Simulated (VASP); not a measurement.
# Ga (Cmce) in VASP: further runs, part 2 of 2

VASP 6.6.1.

## Step 4: Electric field gradients, PBE

This run uses another cell than the first one, of 19.47 Å³/atom.

File INCAR:

```
SYSTEM = Ga
PREC     = Accurate       ! precision mode
ENCUT    = 520            ! plane-wave cutoff, eV
EDIFF    = 1E-8           ! SCF threshold, eV
ISMEAR   = -1             ! smearing method
SIGMA    = 0.05           ! smearing width, eV
LREAL    = .FALSE.        ! projectors in reciprocal space
LASPH    = .TRUE.         ! aspherical terms in the spheres
NELM     = 60             ! most SCF steps
ALGO     = Normal         ! electronic algorithm
ISIF     = 2              ! what is computed and relaxed
LWAVE    = .FALSE.        ! write WAVECAR
LCHARG   = .FALSE.        ! write CHGCAR
GGA      = PE             ! functional
LEFG     = .TRUE.       
NBANDS   = 34             ! bands
```

File KPOINTS:

```
Automatic mesh
0
G
  9 9 8
  0 0 0
```

File POSCAR:

```
Ga
1.0
    2.2553500000     -3.8224000000      0.0000000000
    2.2553500000      3.8224000000      0.0000000000
    0.0000000000      0.0000000000      4.5167000000
Ga
4
Direct
    0.1525000000      0.8475000000      0.0785000000
    0.6525000000      0.3475000000      0.4215000000
    0.8475000000      0.1525000000      0.9215000000
    0.3475000000      0.6525000000      0.5785000000
```

Potentials or basis: VASP PAW PBE potentials, release 64 (Ga_d).

Started as:

```console
$ cat potpaw_PBE.64/Ga_d/POTCAR > POTCAR
$ mpirun -np 1 vasp_std > vasp.out
```

OUTCAR:

```text
SYSTEM = Ga
   PREC = Accurate
   ENCUT = 520
   EDIFF = 1E-8
   ISMEAR = -1
   LREAL = .FALSE.
   LASPH = .TRUE.
   NELM = 60
   ISIF = 2
   GGA = PE

 ion  position               nearest neighbor table
   1  0.153  0.847  0.078-   3 2.44   4 2.71   4 2.71   2 2.74   2 2.74   3 2.79   3 2.79
   2  0.653  0.347  0.422-   4 2.44   3 2.71   3 2.71   1 2.74   1 2.74   4 2.79   4 2.79
   3  0.847  0.153  0.922-   1 2.44   2 2.71   2 2.71   4 2.74   4 2.74   1 2.79   1 2.79
   4  0.347  0.653  0.578-   2 2.44   1 2.71   1 2.71   3 2.74   3 2.74   2 2.79   2 2.79

  LATTYP: Found a base centered orthorhombic cell.
 ALAT       =     4.5107000000
 B/A-ratio  =     1.6948145521
 C/A-ratio  =     1.0013301705

  Lattice vectors:

 A1 = (   2.2553500000,  -3.8224000000,   0.0000000000)
 A2 = (   2.2553500000,   3.8224000000,   0.0000000000)
 A3 = (   0.0000000000,   0.0000000000,   4.5167000000)

Analysis of symmetry for initial positions (statically):
=====================================================================
 Subroutine PRICEL returns:
 Original cell was already a primitive cell.

 Routine SETGRP: Setting up the symmetry group for a
 base centered orthorhombic supercell.

 Subroutine GETGRP returns: Found  8 space group operations
 (whereof  4 operations were pure point group operations)
 out of a pool of  8 trial point group operations.

The static configuration has the point symmetry C_2h.
 The point group associated with its full space group is D_2h.

Analysis of symmetry for dynamics (positions and initial velocities):
=====================================================================
 Subroutine PRICEL returns:
 Original cell was already a primitive cell.

 Routine SETGRP: Setting up the symmetry group for a
 base centered orthorhombic supercell.

[... 1058 lines left out ...]
  --------------------------------------------------------------------------------------
  -------------------------------------------------------------------------------------
  Total        0.8075476      1.9681112      0.7659299      0.0000000     -0.0000000      0.0000000
  in kB       16.6141215     40.4910361     15.7578984      0.0000000     -0.0000000      0.0000000
  external PRESSURE =      24.2876853 kB  Pullay stress =       0.0000000 kB

 VOLUME and BASIS-vectors are now :
 -----------------------------------------------------------------------------
  energy-cutoff  :      520.00
  volume of cell :       77.88
      direct lattice vectors                 reciprocal lattice vectors
     2.255350000 -3.822400000  0.000000000     0.221695081 -0.130807869  0.000000000
     2.255350000  3.822400000  0.000000000     0.221695081  0.130807869  0.000000000
     0.000000000  0.000000000  4.516700000     0.000000000  0.000000000  0.221400580

 POSITION                                       TOTAL-FORCE (eV/Angst)
 -----------------------------------------------------------------------------------
      2.25535      2.65657      0.35456         0.000000     -0.420288      0.116880
      2.25535     -1.16583      1.90379         0.000000     -0.420288     -0.116880
      2.25535     -2.65657      4.16214         0.000000      0.420288     -0.116880
      2.25535      1.16583      2.61291         0.000000      0.420288      0.116880
 -----------------------------------------------------------------------------------
    total drift:                                0.000000      0.000000     -0.000000

  FREE ENERGIE OF THE ION-ELECTRON SYSTEM (eV)
  ---------------------------------------------------
  free  energy   TOTEN  =       -11.5737956477 eV

  energy  without entropy=      -11.5655351471  energy(sigma->0) =      -11.56966540

 Electric field gradients (V/A^2)
---------------------------------------------------------------------
 ion       V_xx      V_yy      V_zz      V_xy      V_xz      V_yz
---------------------------------------------------------------------
   1      29.416   -41.011    11.595    -0.000     0.000    26.151
   2      29.416   -41.011    11.595    -0.000     0.000   -26.151
   3      29.416   -41.011    11.595     0.000     0.000    26.151
   4      29.416   -41.011    11.595    -0.000     0.000   -26.151
---------------------------------------------------------------------

 Electric field gradients after diagonalization (V/A^2)
 (convention: |V_zz| > |V_xx| > |V_yy|)
----------------------------------------------------------------------
 ion       V_xx      V_yy      V_zz     asymmetry (V_yy - V_xx)/ V_zz
----------------------------------------------------------------------
   1      29.416    22.383   -51.799       0.136
   2      29.416    22.383   -51.799       0.136
   3      29.416    22.383   -51.799       0.136
   4      29.416    22.383   -51.799       0.136
----------------------------------------------------------------------

           NMR quadrupolar parameters

 Cq : quadrupolar parameter    Cq=e*Q*V_zz/h
 eta: asymmetry parameters     (V_yy - V_xx)/ V_zz
 Q  : nuclear electric quadrupole moment in mb (millibarn)
----------------------------------------------------------------------
 ion       Cq(MHz)       eta       Q (mb)
----------------------------------------------------------------------
   1      -0.125       0.136       1.000
   2      -0.125       0.136       1.000
   3      -0.125       0.136       1.000
   4      -0.125       0.136       1.000
----------------------------------------------------------------------
```

stdout:

```text
POSCAR found type information on POSCAR Ga
 POSCAR found :  1 types and       4 ions
 scaLAPACK will be used
 LDA part: xc-table for (Slater+PW92), standard interpolation
 POSCAR, INCAR and KPOINTS ok, starting setup
 FFT: planning ... GRIDC
 FFT: planning ... GRID_SOFT
 FFT: planning ... GRID
 WAVECAR not read
 entering main loop
ion   1

ion   2

ion   3

ion   4
```

Wall time 8.3 min (1 thread of Intel Xeon 8259CL, shared host); peak memory 0.36 GiB.

What came out:

```yaml
Free_energy: -11.5738 eV
Pressure: 2.4 GPa
Largest_force: 0.436 eV/Å
Band_gap_on_the_k_mesh: zero (bands 26 and 27 overlap by 1.27 eV)
Largest_electric_field_gradient_by_atom: Ga -51.8 V/Å²
```

Forces on the atoms (eV/Å):
```
Ga   0.000 -0.420  0.117
Ga   0.000 -0.420 -0.117
Ga   0.000  0.420 -0.117
Ga   0.000  0.420  0.117
```

Stress tensor (GPa, compression positive):
```
1.66 0.00 0.00
0.00 4.05 0.00
0.00 0.00 1.58
```

Levels at points of the mesh, in eV from the Fermi level:
| k point | band 24 | band 25 | band 26 | band 27 | band 28 | band 29 |
| --- | --- | --- | --- | --- | --- | --- |
| (0.00, 0.00, 0.00) | -1.67 | -1.58 | -0.88 | 0.92 | 0.96 | 0.97 |
| (0.00, 0.00, 0.50) | -0.17 | -0.01 | -0.01 | 0.12 | 0.12 | 2.16 |

Electric field gradients, principal values (V/Å²):
| atom | least | middle | greatest (by size) |
| --- | --- | --- | --- |
| 1 Ga | 22.383 | 29.416 | -51.799 |
| 2 Ga | 22.383 | 29.416 | -51.799 |
| 3 Ga | 22.383 | 29.416 | -51.799 |
| 4 Ga | 22.383 | 29.416 | -51.799 |

Caveat: without QUAD_EFG the Cq values of the log hold for a quadrupole moment of 1 mb, not for the nuclei.

## Step 5: Electric field gradients, PBE (19.27 Å³/atom)

This run uses another cell than the first one, of 19.27 Å³/atom.

File INCAR:

```
SYSTEM = Ga
PREC     = Accurate       ! precision mode
ENCUT    = 520            ! plane-wave cutoff, eV
EDIFF    = 1E-8           ! SCF threshold, eV
ISMEAR   = -1             ! smearing method
SIGMA    = 0.05           ! smearing width, eV
LREAL    = .False.        ! projectors in reciprocal space
LASPH    = .True.         ! aspherical terms in the spheres
NELM     = 60             ! most SCF steps
ALGO     = Normal         ! electronic algorithm
ISIF     = 2              ! what is computed and relaxed
LWAVE    = .False.        ! write WAVECAR
LCHARG   = .False.        ! write CHGCAR
GGA      = PE             ! functional
LEFG     = .True.       
NBANDS   = 34             ! bands
```

File KPOINTS:

```
Automatic mesh
0
Gamma
  9 9 8
  0 0 0
```

File POSCAR:

```
Ga
1.0
    2.2478069671     -3.8096159580      0.0000000000
    2.2478069671      3.8096159580      0.0000000000
    0.0000000000      0.0000000000      4.5015938671
Ga
4
Direct
    0.1525000000      0.8475000000      0.0785000000
    0.6525000000      0.3475000000      0.4215000000
    0.8475000000      0.1525000000      0.9215000000
    0.3475000000      0.6525000000      0.5785000000
```

Potentials or basis: VASP PAW PBE potentials, release 64 (Ga_d).

Started as:

```console
$ cat potpaw_PBE.64/Ga_d/POTCAR > POTCAR
$ mpirun -np 1 vasp_std > vasp.out
```

OUTCAR:

```text
SYSTEM = Ga
   PREC = Accurate
   ENCUT = 520
   EDIFF = 1E-8
   ISMEAR = -1
   LREAL = .False.
   LASPH = .True.
   NELM = 60
   ISIF = 2
   GGA = PE

 ion  position               nearest neighbor table
   1  0.153  0.847  0.078-   3 2.43   4 2.70   4 2.70   2 2.73   2 2.73   3 2.79   3 2.79
   2  0.653  0.347  0.422-   4 2.43   3 2.70   3 2.70   1 2.73   1 2.73   4 2.79   4 2.79
   3  0.847  0.153  0.922-   1 2.43   2 2.70   2 2.70   4 2.73   4 2.73   1 2.79   1 2.79
   4  0.347  0.653  0.578-   2 2.43   1 2.70   1 2.70   3 2.73   3 2.73   2 2.79   2 2.79

  LATTYP: Found a base centered orthorhombic cell.
 ALAT       =     4.4956139342
 B/A-ratio  =     1.6948145520
 C/A-ratio  =     1.0013301705

  Lattice vectors:

[... 1118 lines left out ...]
---------------------------------------------------------------------
   1      29.879   -41.632    11.754    -0.000     0.000    26.354
   2      29.879   -41.632    11.754    -0.000     0.000   -26.354
   3      29.879   -41.632    11.754     0.000     0.000    26.354
   4      29.879   -41.632    11.754    -0.000    -0.000   -26.354
---------------------------------------------------------------------

 Electric field gradients after diagonalization (V/A^2)
 (convention: |V_zz| > |V_xx| > |V_yy|)
----------------------------------------------------------------------
 ion       V_xx      V_yy      V_zz     asymmetry (V_yy - V_xx)/ V_zz
----------------------------------------------------------------------
   1      29.879    22.571   -52.450       0.139
   2      29.879    22.571   -52.450       0.139
   3      29.879    22.571   -52.450       0.139
   4      29.879    22.571   -52.450       0.139
----------------------------------------------------------------------

           NMR quadrupolar parameters

 Cq : quadrupolar parameter    Cq=e*Q*V_zz/h
 eta: asymmetry parameters     (V_yy - V_xx)/ V_zz
 Q  : nuclear electric quadrupole moment in mb (millibarn)
----------------------------------------------------------------------
 ion       Cq(MHz)       eta       Q (mb)
----------------------------------------------------------------------
   1      -0.127       0.139       1.000
   2      -0.127       0.139       1.000
   3      -0.127       0.139       1.000
   4      -0.127       0.139       1.000
----------------------------------------------------------------------
```

stdout:

```text
POSCAR found type information on POSCAR Ga
 POSCAR found :  1 types and       4 ions
 scaLAPACK will be used
 LDA part: xc-table for (Slater+PW92), standard interpolation
 POSCAR, INCAR and KPOINTS ok, starting setup
 FFT: planning ... GRIDC
 FFT: planning ... GRID_SOFT
 FFT: planning ... GRID
 WAVECAR not read
 entering main loop
ion   1

ion   2

ion   3

ion   4
```

It took 2 min on 1 thread of Intel Xeon 6975P-C (Granite Rapids), shared host; peak memory 0.36 GiB.

What came out:

```yaml
Free_energy: -11.5604 eV
Pressure: 3.1 GPa
Largest_force: 0.442 eV/Å
Band_gap_on_the_k_mesh: zero (bands 26 and 27 overlap by 1.27 eV)
Largest_electric_field_gradient_by_atom: Ga -52.5 V/Å²
```

Forces on the atoms (eV/Å):
```
Ga   0.000 -0.426  0.120
Ga   0.000 -0.426 -0.120
Ga   0.000  0.426 -0.120
Ga   0.000  0.426  0.120
```

Electric field gradients, principal values (V/Å²):
```
atom   least  middle  greatest (by size)
1 Ga  22.571  29.879             -52.450
2 Ga  22.571  29.879             -52.450
3 Ga  22.571  29.879             -52.450
4 Ga  22.571  29.879             -52.450
```

Caveat: the cell stands under pressure; without QUAD_EFG the Cq values of the log hold for a quadrupole moment of 1 mb, not for the nuclei.

## Step 6: Overview

| cell | gap on the mesh (eV) | pressure (GPa) | largest force (eV/Å) |
| --- | --- | --- | --- |
| a = 4.378, b = 4.378, c = 4.456 Å, angles 90.0, 90.0, 118.9°, 4 atoms | none | 5.2 | 0.46 |
| a = 4.423, b = 4.423, c = 4.502 Å, angles 90.0, 90.0, 118.9°, 4 atoms | none | 3.1 | 0.44 |
| a = 4.438, b = 4.438, c = 4.517 Å, angles 90.0, 90.0, 118.9°, 4 atoms | none | 2.4 | 0.44 |

Alike in all rows: task electric field gradients; level PBE; potentials or basis VASP PAW PBE potentials, release 64 (Ga_d); no spin polarisation; k mesh 9 × 9 × 8; cutoff (eV) 520; smearing fermi-dirac 0.05 eV.

Caveats: the cell stands under pressure (at least some runs).

Absolute energies hang on the potentials; compare differences alone.
